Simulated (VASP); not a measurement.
Here is a VASP 6.6.1 calculation.

File INCAR:

```
SYSTEM = W
PREC = Accurate
ENCUT = 600
EDIFF = 1E-7
ISMEAR = 0
SIGMA = 0.05
LREAL = .FALSE.
LASPH = .TRUE.
NELM = 80
ALGO = Normal
ISIF = 3
LWAVE = .FALSE.
LCHARG = .FALSE.
GGA = PS
IBRION = 2
NSW = 80
EDIFFG = -0.02
```

The input KPOINTS:

```
Automatic mesh
0
G
  8 8 8
  0 0 0
```

The input POSCAR:

```
W
1.0
    3.1600000000      0.0000000000      0.0000000000
    0.0000000000      3.1600000000      0.0000000000
    0.0000000000      0.0000000000      3.1600000000
W
2
Direct
    0.0000000000      0.0000000000      0.0000000000
    0.5000000000      0.5000000000      0.5000000000
```

Potentials or basis: VASP PAW PBE potentials, release 64 (W_sv).

The run is started by

```bash
$ cat potpaw_PBE.64/W_sv/POTCAR > POTCAR
$ mpirun -np 1 vasp_std > vasp.out
```

(1) Predict the relaxed volume.

(2) Estimate the band gap on the k mesh.

Results:

(1) 15.72 Å³/atom.

(2) zero (band 14 reaches 12.12 eV, above the bottom of band 15 at 10.86 eV).

Caveat: the PAW data sets were made with another functional, which shifts forces and pressure a little; spin-orbit coupling is left out, which moves the levels of the heavy elements.
